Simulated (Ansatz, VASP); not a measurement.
MgO: VASP beside Ansatz

```
CELL_PARAMETERS angstrom
0.00000 2.10217 2.10217
2.10217 0.00000 2.10217
2.10217 2.10217 0.00000
ATOMIC_POSITIONS crystal
Mg 0.00000 0.00000 0.00000
O 0.50000 0.50000 0.50000
```

Alike in both runs: task single point; functional r2SCAN; k mesh 8 × 8 × 8; occupations methfessel-paxton of order 1, width 0.001 eV; no spin polarisation.

```csv
,VASP,Ansatz
version,VASP 6.6.1,Ansatz 0.2.0
potentials or method,"VASP PAW PBE potentials, release 64 (Mg, O)",plane waves
plane-wave cutoff (eV),660,500
valence electrons in the cell,8,16
```

|  | VASP | Ansatz | Ansatz less VASP |
| --- | --- | --- | --- |
| gap on the k mesh at the Fermi level (eV) | 5.66 | 5.68 | +0.020 |
| pressure (GPa) | -1.4 | 0.0 | +1.45 |

VASP's potentials were made for PBE, not for r2SCAN. VASP's potentials hold 8 valence electrons a cell and Ansatz's 16, so a difference there can come from the potentials and not from the codes.
